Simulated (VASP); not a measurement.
A run of VASP 6.6.1 is set up as follows.

File POSCAR:

```
TiO2
1.0
   -1.8800984029      1.8800984029      4.6919161232
    1.8800984029     -1.8800984029      4.6919161232
    1.8800984029      1.8800984029     -4.6919161232
Ti O
2 4
Direct
    0.0000000000      0.0000000000      0.0000000000
    0.7500000000      0.2500000000      0.5000000000
    0.2098898594      0.2098898594      0.0000000000
    0.9598898594      0.4598898594      0.5000000000
    0.5401101406      0.0401101406      0.5000000000
    0.7901101406      0.7901101406      0.0000000000
```

INCAR.step1

```
PREC = Accurate
ENCUT = 520
ISMEAR = 0
SIGMA = 0.02
LREAL = F
LASPH = T
NELM = 80
NBANDS = 33
GGA = PE
ALGO = Normal
EDIFF = 1E-4
LWAVE = T
LCHARG = F
```

The input INCAR.step2:

```
PREC = Accurate
ENCUT = 520
EDIFF = 1E-7
ISMEAR = 0
SIGMA = 0.02
LREAL = F
LASPH = T
NELM = 80
ALGO = Normal
ISIF = 2
LWAVE = F
LCHARG = T
METAGGA = R2SCAN
LMIXTAU = T
LELF = T
LVHAR = T
NBANDS = 33
ISTART = 1
```

Contents of KPOINTS:

```
Automatic mesh
0
Gamma
  8 8 8
```

Potentials or basis: VASP PAW PBE potentials, release 64 (Ti_sv, O).

The run is started by

```console
$ cat potpaw_PBE.64/Ti_sv/POTCAR potpaw_PBE.64/O/POTCAR > POTCAR
$ cp INCAR.step1 INCAR
$ mpirun -np 1 vasp_std > vasp.out
$ cp INCAR.step2 INCAR
$ mpirun -np 1 vasp_std > vasp.out
```

(1) What does it give for the pressure?

(2) Estimate the band gap on the k mesh.

(3) Predict the largest force.

## Answers

(1) 7.3 GPa.

(2) 2.56 eV (least direct gap 2.93 eV).

(3) 0.030 eV/Å.

Caveat: the cell stands under pressure; the PAW data sets were made with another functional, which shifts forces and pressure a little.
